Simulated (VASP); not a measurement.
Here is a VASP 6.6.1 calculation.

Contents of INCAR:

```
PREC     = Accurate       # precision mode
ENCUT    = 500            # plane-wave cutoff, eV
EDIFF    = 1E-6           # SCF threshold, eV
ISMEAR   = 0              # smearing method
SIGMA    = 0.01           # smearing width, eV
LREAL    = False          # projectors in reciprocal space
LASPH    = True           # aspherical terms in the spheres
NELM     = 120            # most SCF steps
ALGO     = Normal         # electronic algorithm
ISIF     = 2              # what is computed and relaxed
LWAVE    = False          # write WAVECAR
LCHARG   = False          # write CHGCAR
GGA      = CA             # functional
NBANDS   = 17             # bands
GGA_COMPAT= False
```

The input KPOINTS:

```
Automatic mesh
0
Gamma
  6 6 6
```

POSCAR

```
TePb
1.0
    3.0393846325      3.0393846325      0.0000000000
   -3.0393846325      3.0393846325      0.0000000000
    0.0000000000      3.0393846325      3.0393846325
Te Pb
1 1
Direct
    0.5000000000      0.5000000000      0.0000000000
    0.0000000000      0.0000000000      0.0000000000
```

Potentials or basis: VASP PAW LDA potentials, release 64 (Te, Pb_d).

Launch:

```sh
$ cat potpaw_LDA.64/Te/POTCAR potpaw_LDA.64/Pb_d/POTCAR > POTCAR
$ mpirun -np 1 vasp_std > vasp.out
```

**Question.** Predict the pressure.

**Answer.** 10.1 GPa.

**Question.** Estimate the band gap on the k mesh.

**Answer.** 0.15 eV.

Caveat: the cell stands under pressure; spin-orbit coupling is left out, which moves the levels of the heavy elements. A k mesh can miss the band edges.
